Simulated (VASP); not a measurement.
# SnCl (P6_3mc) in VASP: a series of runs, part 2 of 3

VASP 6.6.1. Earlier steps stand in the parts before.

## 3. Relaxation of cell and atoms, PBE, target pressure 5 GPa, at which the enthalpy is minimised

INCAR reads:

```
SYSTEM = SnCl
ALGO = Normal
EDIFF = 1E-7
EDIFFG = -0.01
ENCUT = 600
GGA = PE
IBRION = 2
ISIF = 3
ISMEAR = -1
LASPH = .TRUE.
LCHARG = .FALSE.
LREAL = .FALSE.
LWAVE = .FALSE.
NELM = 60
NSW = 60
PREC = Accurate
PSTRESS = 50.0
SIGMA = 0.05
```

KPOINTS reads:

```
k-points
0
G
  9 9 3
  0 0 0
```

POSCAR reads:

```
SnCl
1.0
    3.4975457026      0.0000000000      0.0000000000
   -1.7487728513      3.0289634293      0.0000000000
    0.0000000000      0.0000000000     10.0622090000
Sn Cl
2 2
Direct
    0.6666666667      0.3333333333      0.8205100000
    0.3333333333      0.6666666667      0.3205100000
    0.6666666667      0.3333333333      0.5544910000
    0.3333333333      0.6666666667      0.0544910000
```

Potentials or basis: VASP PAW PBE potentials, release 64 (Sn_d, Cl).

Launch:

```bash
> cat potpaw_PBE.64/Sn_d/POTCAR potpaw_PBE.64/Cl/POTCAR > POTCAR
> mpirun -np 1 vasp_std > vasp.out
```

OUTCAR:

```text
SYSTEM = SnCl
   EDIFF = 1E-7
   EDIFFG = -0.01
   ENCUT = 600
   GGA = PE
   IBRION = 2
   ISIF = 3
   ISMEAR = -1
   LASPH = .TRUE.
   LREAL = .FALSE.
   NELM = 60
   NSW = 60
   PREC = Accurate
   PSTRESS = 50.0

 ion  position               nearest neighbor table
   1  0.667  0.333  0.821-   3 2.68   4 3.10   4 3.10   4 3.10
   2  0.333  0.667  0.321-   4 2.68   3 3.10   3 3.10   3 3.10
   3  0.667  0.333  0.554-   1 2.68   2 3.10   2 3.10   2 3.10
   4  0.333  0.667  0.054-   2 2.68   1 3.10   1 3.10   1 3.10

  LATTYP: Found a hexagonal cell.
 ALAT       =     3.4975457026
 C/A-ratio  =     2.8769342435

  Lattice vectors:

 A1 = (   3.4975457026,   0.0000000000,   0.0000000000)
 A2 = (  -1.7487728513,   3.0289634293,   0.0000000000)
 A3 = (   0.0000000000,   0.0000000000,  10.0622090000)

Analysis of symmetry for initial positions (statically):
=====================================================================
 Subroutine PRICEL returns:
 Original cell was already a primitive cell.

 Routine SETGRP: Setting up the symmetry group for a
 hexagonal supercell.

 Subroutine GETGRP returns: Found 12 space group operations
 (whereof  6 operations were pure point group operations)
 out of a pool of 24 trial point group operations.

The static configuration has the point symmetry C_3v.
 The point group associated with its full space group is C_6v.

Analysis of symmetry for dynamics (positions and initial velocities):
=====================================================================
 Subroutine PRICEL returns:
 Original cell was already a primitive cell.

 Routine SETGRP: Setting up the symmetry group for a
 hexagonal supercell.

 Subroutine GETGRP returns: Found 12 space group operations
 (whereof  6 operations were pure point group operations)
 out of a pool of 24 trial point group operations.

The dynamic configuration has the point symmetry C_3v.
 The point group associated with its full space group is C_6v.

 Subroutine INISYM returns: Found 12 space group operations
 (whereof  6 operations are pure point group operations),
 and found     1 'primitive' translations

----------------------------------------------------------------------------------------

                                     Primitive cell

  volume of cell :     106.5984

  direct lattice vectors                    reciprocal lattice vectors
     3.497545703  0.000000000  0.000000000     0.285914777  0.165072974  0.000000000
    -1.748772851  3.028963429  0.000000000     0.000000000  0.330145947  0.000000000
     0.000000000  0.000000000 10.062209000     0.000000000  0.000000000  0.099381756

  length of vectors
     3.497545703  3.497545703 10.062209000     0.330145947  0.330145947  0.099381756

  position of ions in fractional coordinates (direct lattice)
     0.666666667  0.333333333  0.820510000
     0.333333333  0.666666667  0.320510000
     0.666666667  0.333333333  0.554491000
     0.333333333  0.666666667  0.054491000

  ion indices of the primitive-cell ions
   primitive index   ion index
                 1           1
                 2           2
                 3           3
                 4           4

----------------------------------------------------------------------------------------

 KPOINTS: k-points

Automatic generation of k-mesh.
 Grid dimensions read from file:
 generate k-points for:    9    9    3

 Generating k-lattice:

  Cartesian coordinates                     Fractional coordinates (reciprocal lattice)
     0.031768309  0.018341442  0.000000000     0.111111111  0.000000000  0.000000000
     0.000000000  0.036682883  0.000000000     0.000000000  0.111111111  0.000000000
     0.000000000  0.000000000  0.033127252     0.000000000  0.000000000  0.333333333

  Length of vectors
     0.036682883  0.036682883  0.033127252

  Shift w.r.t. Gamma in fractional coordinates (k-lattice)
     0.000000000  0.000000000  0.000000000

 Subroutine IBZKPT returns following result:
 ===========================================

 Found     24 irreducible k-points:

 Following reciprocal coordinates:
            Coordinates               Weight
  0.000000  0.000000  0.000000      1.000000
  0.111111 -0.000000  0.000000      6.000000
  0.222222 -0.000000  0.000000      6.000000
  0.333333 -0.000000  0.000000      6.000000
  0.444444 -0.000000  0.000000      6.000000
  0.111111  0.111111  0.000000      6.000000
[... 16 lines left out ...]
  0.333333  0.222222  0.333333     24.000000
  0.333333  0.333333  0.333333      4.000000
   k-points           NKPTS =     24   k-points in BZ     NKDIM =     24   number of bands    NBANDS=     25
   number of dos      NEDOS =    301   number of ions     NIONS =      4
   total plane-waves  NPLWV =  62720
   dimension x,y,z NGX =    28 NGY =   28 NGZ =   80
   dimension x,y,z NGXF=    56 NGYF=   56 NGZF=  160
   ions per type =               2   2
   NGX,Y,Z   is equivalent  to a cutoff of  13.31, 13.31, 13.22 a.u.
   NGXF,Y,Z  is equivalent  to a cutoff of  26.62, 26.62, 26.43 a.u.
 SYSTEM =  SnCl
   PREC   = accura    normal or accurate (medium, high low for compatibility)
   ISTART =      0    job   : 0-new  1-cont  2-samecut
   ICHARG =      2    charge: 1-file 2-atom 10-const
   ISPIN  =      1    spin polarized calculation?
   LNONCOLLINEAR =      F non collinear calculations
   LSORBIT =      F    spin-orbit coupling
   LASPH  =      T    aspherical Exc in radial PAW
   ENCUT  =  600.0 eV  44.10 Ry    6.64 a.u.   6.99  6.99 20.10*2*pi/ulx,y,z
   NELM   =     60;   NELMIN=  2; NELMDL= -5     # of ELM steps
   EDIFF  = 0.1E-06   stopping-criterion for ELM
   LREAL  =      F    real-space projection
   EDIFFG = -.1E-01   stopping-criterion for IOM
   NSW    =     60    number of steps for IOM
   IBRION =      2    ionic relax: 0-MD 1-quasi-New 2-CG
   NFREE  =      1    steps in history (QN), initial steepest desc. (CG)
   ISIF   =      3    stress and relaxation
   ISYM   =      2    0-nonsym 1-usesym 2-fastsym
   POTIM  = 0.5000    time-step for ionic-motion
   TEBEG  =    0.0;   TEEND  =   0.0 temperature during run
   PSTRESS=   50.0 pullay stress
   NELECT =      42.0000    total number of electrons
   NUPDOWN=      -1.0000    fix difference up-down
   EMIN   =  10.00;   EMAX   =-10.00  energy-range for DOS
   EFERMI =   0.00;   METHOD = LEGACY
   ISMEAR =    -1;   SIGMA  =   0.05  broadening in eV -4-tet -1-fermi 0-gaus
   EFERMI_NEDOS =   21; number of points for ismear=-14 and -15
   IALGO  =     38    algorithm
   IMIX   =      4    mixing-type and parameters
     AMIX     =   0.40;   BMIX     =  1.00
     AMIX_MAG =   1.60;   BMIX_MAG =  1.00
  volume/ion in A,a.u.               =      26.65       179.84
  Fermi-wavevector in a.u.,A,eV,Ry     =   1.200165  2.267983 19.597782  1.440396
  Thomas-Fermi vector in A             =   2.336008
   LORBIT       =      0    0 simple, 1 ext, 2 COOP (PROOUT), +10 PAW based schemes
   GGA     = PE    functional components
   LHFCALC =     F    Hartree Fock is set to
   AEXX    =    0.0000 exact exchange contribution
   IVDW    =     0    specifies the selected vdW correction
   LEPSILON=     F    determine dielectric tensor
   LRPA    =     F    only Hartree local field effects (RPA)
 conjugate gradient relaxation of ions
 non-spin polarized calculation
  energy-cutoff  :      600.00
  volume of cell :      106.60
 maximum number of plane-waves:      3578
 NGX is ok and might be reduce to    28
   NGX = 13   NGY = 13   NGZ = 41

--------------------------------------- Ionic step        1  -------------------------------------------

 number of electron      41.9999995 magnetization

 Free energy of the ion-electron system (eV)
  ---------------------------------------------------
  ext. energy  EPLUGINS =         0.00000000
  ---------------------------------------------------
  free energy    TOTEN  =       -13.41064643 eV

  energy without entropy =      -13.40120305  energy(sigma->0) =      -13.40592474

------------------------ aborting loop because EDIFF is reached ----------------------------------------

  FORCE on cell =-STRESS in cart. coord.  units (eV):
  Direction    XX          YY          ZZ          XY          YZ          ZX
  --------------------------------------------------------------------------------------
  -------------------------------------------------------------------------------------
  Total       -0.0918836     -0.0918836     -0.2426883      0.0000000      0.0000000      0.0000000
  in kB       -1.3810136     -1.3810136     -3.6476116      0.0000000      0.0000000      0.0000000
  external PRESSURE =     -52.1365463 kB  Pullay stress =      50.0000000 kB
[... 103 lines left out ...]
  energy  without entropy=      -13.2605743745  energy(sigma->0) =      -13.26537772

  enthalpy is  TOTEN    =       -10.2713946220 eV   P V=        2.9987864498

[... ionic steps 4 to 9 ...]

--------------------------------------- Ionic step       10  -------------------------------------------

 number of electron      41.9999992 magnetization

------------------------ aborting loop because EDIFF is reached ----------------------------------------
[... 75 lines left out ...]
--------------------------------------- Ionic step       12  -------------------------------------------

 number of electron      41.9999990 magnetization

 Free energy of the ion-electron system (eV)
  ---------------------------------------------------
  ext. energy  EPLUGINS =         0.00000000
  ---------------------------------------------------
  free energy    TOTEN  =       -13.25980308 eV

  energy without entropy =      -13.25227138  energy(sigma->0) =      -13.25603723

 E-fermi :   6.0632     XC(G=0):  -9.9579

 val. band max:        5.9418435767   @ k =   0.3333   0.3333   0.0000
 cond. band min:       6.1041464963   @ k =   0.2222   0.2222   0.0000
 fundamental gap:      0.1623029195
 Fermi energy:         6.0632409982

 k-point     1 :       0.0000    0.0000    0.0000
  band No.  band energies     occupation
      1     -15.5265      2.00000
      2     -15.5138      2.00000
      3     -15.4363      2.00000
      4     -15.4363      2.00000
      5     -15.4362      2.00000
      6     -15.4362      2.00000
[... 696 lines left out ...]
  energy  without entropy=      -13.2522713834  energy(sigma->0) =      -13.25603723

  enthalpy is  TOTEN    =       -10.3068822282 eV   P V=        2.9529208563

 reached required accuracy - stopping structural energy minimisation
```

OSZICAR:

```text
N       E                     dE             d eps       ncg     rms          rms(c)
DAV:   1     0.434750040415E+03    0.43475E+03   -0.22587E+04  1218   0.241E+03
DAV:   2     0.541386110383E+02   -0.38061E+03   -0.37621E+03  1216   0.558E+02
DAV:   3    -0.106803000260E+02   -0.64819E+02   -0.63511E+02  1500   0.192E+02
[... 124 lines left out ...]
DAV:   4    -0.132598010875E+02    0.77756E-04   -0.17784E-04  1717   0.123E-01    0.128E-02
DAV:   5    -0.132598025939E+02   -0.15064E-05   -0.31081E-05  1434   0.420E-02    0.932E-03
DAV:   6    -0.132598029432E+02   -0.34926E-06   -0.18028E-06  1462   0.937E-03    0.214E-03
DAV:   7    -0.132598030601E+02   -0.11693E-06   -0.17850E-07   814   0.347E-03    0.800E-04
DAV:   8    -0.132598030845E+02   -0.24346E-07   -0.19584E-08   634   0.123E-03
  12 F= -.10306882E+02 E0= -.10303116E+02  d E =-.234199E-03
```

It took 5.7 min on 1 thread of Oxide Virtual Turin-like, shared host; peak memory 0.25 GiB.

What came out:

```yaml
Free_energy: -13.2598 eV
Relaxed_volume: 23.66 Å³/atom
Relaxed_cell: a = 3.325 Å, b = 3.325 Å, c = 9.884 Å, α = 90.00°, β = 90.00°, γ = 120.00°
Space_group_after_relaxing_to_0.1_Å: P6_3mc (No. 186)
Energy_change_on_relaxing_the_run_minimises_the_enthalpy: +37.7 meV/atom
Ionic_steps: 12
Pressure_after_relaxing: 5.0 GPa
Band_gap_on_the_k_mesh: zero (bands 21 and 22 overlap by 3.71 eV)
```

Step by step:
| step | energy change (eV) | largest force (eV/Å) | pressure (GPa) | volume (Å³) |
| --- | --- | --- | --- | --- |
| 1 | 0.0000 | 0.1027 | -0.21 | 106.60 |
| 2 | 0.2246 | 0.0300 | 6.56 | 93.77 |
| 3 | 0.1405 | 0.0035 | 4.97 | 96.09 |
| 4 | 0.1704 | 0.0430 | 5.23 | 94.05 |
| 5 | 0.1671 | 0.0417 | 5.21 | 94.15 |
| 6 | 0.1531 | 0.0399 | 4.91 | 94.59 |
| 7 | 0.1525 | 0.0398 | 4.90 | 94.61 |
| 8 | 0.1517 | 0.0314 | 4.90 | 94.62 |
| 9 | 0.1506 | 0.0162 | 4.96 | 94.64 |
| 10 | 0.1496 | 0.0188 | 5.05 | 94.68 |
| 11 | 0.1502 | 0.0065 | 4.98 | 94.65 |
| 12 | 0.1508 | 0.0018 | 4.95 | 94.62 |

Final structure:
```yaml
crystal:
  lattice:
    - [3.32474, 0.00000, 0.00000]
    - [-1.66237, 2.87931, 0.00000]
    - [0.00000, 0.00000, 9.88430]
  atoms:
    - { symbol: Sn, position: [0.66667, 0.33333, 0.81842] }
    - { symbol: Sn, position: [0.33333, 0.66667, 0.31842] }
    - { symbol: Cl, position: [0.66667, 0.33333, 0.55658] }
    - { symbol: Cl, position: [0.33333, 0.66667, 0.05658] }
```

Caveat: the cell is relaxed towards a set pressure, so the run minimises the enthalpy, not the energy; spin-orbit coupling is left out, which moves the levels of the heavy elements.

(Continued in part 3 of 3.)

The gap in the log of VASP goes by the Fermi energy; the results here count the filled bands.